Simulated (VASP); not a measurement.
# ZnS (P6_3mc) in VASP: further runs, part 2 of 2

VASP 6.6.1. Earlier steps stand in the parts before.

## 6. Single point, PBE

This run uses another cell than the first one, of the same volume but with other edges.

Input file INCAR:

```
SYSTEM = ZnS
PREC = Accurate
ENCUT = 520
EDIFF = 1E-6
ISMEAR = 0
SIGMA = 0.05
LREAL = .False.
LASPH = .True.
NELM = 60
ALGO = Normal
ISIF = 2
LWAVE = .False.
LCHARG = .False.
GGA = PE
NBANDS = 26
```

Input file KPOINTS:

```
regular mesh
0
Gamma
  9 9 4
  0 0 0
```

Input file POSCAR:

```
ZnS
1.0
    4.1424790287      0.0000000000      0.0000000000
   -2.0712395143      3.5874920735      0.0000000000
    0.0000000000      0.0000000000      5.4324469982
Zn S
2 2
Direct
    0.3333333333      0.6666666667      0.0052003725
    0.6666666667      0.3333333333      0.5052003725
    0.3333333333      0.6666666667      0.4194587200
    0.6666666667      0.3333333333      0.9194587200
```

Potentials or basis: VASP PAW PBE potentials, release 64 (Zn, S).

The run is started by

```console
$ cat potpaw_PBE.64/Zn/POTCAR potpaw_PBE.64/S/POTCAR > POTCAR
$ mpirun -np 1 vasp_std > vasp.out
```

OUTCAR:

```text
SYSTEM = ZnS
   PREC = Accurate
   ENCUT = 520
   EDIFF = 1E-6
   ISMEAR = 0
   LREAL = .False.
   LASPH = .True.
   NELM = 60
   ISIF = 2
   GGA = PE

 ion  position               nearest neighbor table
   1  0.333  0.667  0.005-   3 2.25   4 2.44   4 2.44   4 2.44
   2  0.667  0.333  0.505-   4 2.25   3 2.44   3 2.44   3 2.44
   3  0.333  0.667  0.419-   1 2.25   2 2.44   2 2.44   2 2.44
   4  0.667  0.333  0.919-   2 2.25   1 2.44   1 2.44   1 2.44

  LATTYP: Found a hexagonal cell.
 ALAT       =     4.1424790287
 C/A-ratio  =     1.3114000000

  Lattice vectors:

 A1 = (   4.1424790287,   0.0000000000,   0.0000000000)
 A2 = (  -2.0712395143,   3.5874920735,   0.0000000000)
 A3 = (   0.0000000000,   0.0000000000,   5.4324469982)

Analysis of symmetry for initial positions (statically):
=====================================================================
 Subroutine PRICEL returns:
 Original cell was already a primitive cell.

 Routine SETGRP: Setting up the symmetry group for a
 hexagonal supercell.

 Subroutine GETGRP returns: Found 12 space group operations
 (whereof  6 operations were pure point group operations)
 out of a pool of 24 trial point group operations.

The static configuration has the point symmetry C_3v.
 The point group associated with its full space group is C_6v.

Analysis of symmetry for dynamics (positions and initial velocities):
=====================================================================
 Subroutine PRICEL returns:
 Original cell was already a primitive cell.

 Routine SETGRP: Setting up the symmetry group for a
 hexagonal supercell.

 Subroutine GETGRP returns: Found 12 space group operations
 (whereof  6 operations were pure point group operations)
 out of a pool of 24 trial point group operations.
[... 121 lines left out ...]
   ISMEAR =     0;   SIGMA  =   0.05  broadening in eV -4-tet -1-fermi 0-gaus
   EFERMI_NEDOS =   21; number of points for ismear=-14 and -15
   IALGO  =     38    algorithm
   IMIX   =      4    mixing-type and parameters
     AMIX     =   0.40;   BMIX     =  1.00
     AMIX_MAG =   1.60;   BMIX_MAG =  1.00
  volume/ion in A,a.u.               =      20.18       136.20
  Fermi-wavevector in a.u.,A,eV,Ry     =   1.250720  2.363518 21.283599  1.564300
  Thomas-Fermi vector in A             =   2.384701
   LORBIT       =      0    0 simple, 1 ext, 2 COOP (PROOUT), +10 PAW based schemes
   GGA     = PE    functional components
   LHFCALC =     F    Hartree Fock is set to
   AEXX    =    0.0000 exact exchange contribution
   IVDW    =     0    specifies the selected vdW correction
   LEPSILON=     F    determine dielectric tensor
   LRPA    =     F    only Hartree local field effects (RPA)
 non-spin polarized calculation
 Gauss-broadening in eV      SIGMA  =   0.05
  energy-cutoff  :      520.00
  volume of cell :       80.73
 maximum number of plane-waves:      2199
 NGX is ok and might be reduce to    32

 number of electron      36.0000005 magnetization

 Free energy of the ion-electron system (eV)
  ---------------------------------------------------
  ext. energy  EPLUGINS =         0.00000000
  ---------------------------------------------------
  free energy    TOTEN  =       -13.02611111 eV

  energy without entropy =      -13.02611111  energy(sigma->0) =      -13.02611111

 E-fermi :   2.1767     XC(G=0):  -9.5107

 val. band max:        1.9656095570   @ k =   0.0000   0.0000   0.0000
 cond. band min:       3.1256979764   @ k =   0.0000   0.0000   0.0000
 fundamental gap:      1.1600884194
 Fermi energy:         2.1766982635

 k-point     1 :       0.0000    0.0000    0.0000
  band No.  band energies     occupation
      1     -11.0649      2.00000
      2      -9.6869      2.00000
      3      -4.2723      2.00000
      4      -4.2723      2.00000
      5      -4.2287      2.00000
      6      -4.2287      2.00000
[... 685 lines left out ...]
     25      11.0483      0.00000
     26      11.0483      0.00000

 [... further k-points ...]

------------------------ aborting loop because EDIFF is reached ----------------------------------------

  FORCE on cell =-STRESS in cart. coord.  units (eV):
  Direction    XX          YY          ZZ          XY          YZ          ZX
  --------------------------------------------------------------------------------------
  -------------------------------------------------------------------------------------
  Total       -2.4859898     -2.4859898      6.6773528     -0.0000000      0.0000000      0.0000000
  in kB      -49.3359109    -49.3359109    132.5159450     -0.0000000      0.0000000      0.0000000
  external PRESSURE =      11.2813744 kB  Pullay stress =       0.0000000 kB

 VOLUME and BASIS-vectors are now :
 -----------------------------------------------------------------------------
  energy-cutoff  :      520.00
  volume of cell :       80.73
      direct lattice vectors                 reciprocal lattice vectors
     4.142479029  0.000000000  0.000000000     0.241401343  0.139373130  0.000000000
    -2.071239514  3.587492073  0.000000000     0.000000000  0.278746260  0.000000000
     0.000000000  0.000000000  5.432446998     0.000000000  0.000000000  0.184079108

 POSITION                                       TOTAL-FORCE (eV/Angst)
 -----------------------------------------------------------------------------------
     -0.00000      2.39166      0.02825        -0.000000     -0.000000     -0.450976
      2.07124      1.19583      2.74447         0.000000      0.000000     -0.450976
     -0.00000      2.39166      2.27869         0.000000     -0.000000      0.450976
      2.07124      1.19583      4.99491        -0.000000      0.000000      0.450976
 -----------------------------------------------------------------------------------
    total drift:                               -0.000001     -0.000001     -0.000789

  FREE ENERGIE OF THE ION-ELECTRON SYSTEM (eV)
  ---------------------------------------------------
  free  energy   TOTEN  =       -13.0261111065 eV

  energy  without entropy=      -13.0261111065  energy(sigma->0) =      -13.02611111
```

stdout:

```text
POSCAR found type information on POSCAR ZnS
 POSCAR found :  2 types and       4 ions
 scaLAPACK will be used
 LDA part: xc-table for (Slater+PW92), standard interpolation
 POSCAR, INCAR and KPOINTS ok, starting setup
 FFT: planning ... GRIDC
 FFT: planning ... GRID_SOFT
 FFT: planning ... GRID
 WAVECAR not read
 entering main loop
```

Wall time 1.8 min (1 thread of Intel Xeon 8259CL, shared host); peak memory 0.23 GiB.

Results:

| Quantity | Value |
| --- | --- |
| Free energy | -13.0261 eV |
| Pressure | 1.1 GPa |
| Largest force | 0.451 eV/Å |
| Band gap on the k mesh | 1.16 eV |

Forces on the atoms (eV/Å):
```
Zn   0.000  0.000 -0.451
Zn   0.000  0.000 -0.451
S    0.000  0.000  0.451
S    0.000  0.000  0.451
```

## 7. Summary

```tsv
cell	gap on the mesh (eV)	pressure (GPa)	largest force (eV/Å)
a = 3.619, b = 3.619, c = 7.119 Å, angles 90.0, 90.0, 120.0°, 4 atoms, atomic positions A	0.66	-1.3	0.60
a = 4.142, b = 4.142, c = 5.432 Å, angles 90.0, 90.0, 120.0°, 4 atoms, atomic positions A	2.08	22.2	10.05
a = 3.764, b = 3.764, c = 6.581 Å, angles 90.0, 90.0, 120.0°, 4 atoms, atomic positions B	1.80	-0.1	0.11
a = 3.764, b = 3.764, c = 6.581 Å, angles 90.0, 90.0, 120.0°, 4 atoms, atomic positions C	2.02	1.6	0.53
a = 4.142, b = 4.142, c = 5.432 Å, angles 90.0, 90.0, 120.0°, 4 atoms, atomic positions D	1.16	1.1	0.45
```

Alike in all rows: task single point; level PBE; potentials or basis VASP PAW PBE potentials, release 64 (Zn, S); no spin polarisation; k mesh 9 × 9 × 4; cutoff (eV) 520; smearing gaussian 0.05 eV.

Caveats: the cell stands under pressure (at least some runs); an odd mesh through Γ misses points on the zone boundary, where band edges can lie (at least some runs); forces of over 1 eV/Å act on the atoms, so gaps and moduli don't describe the material at rest (at least some runs).

Total energies depend on the potentials used, so only differences within one code and one set of settings carry meaning.
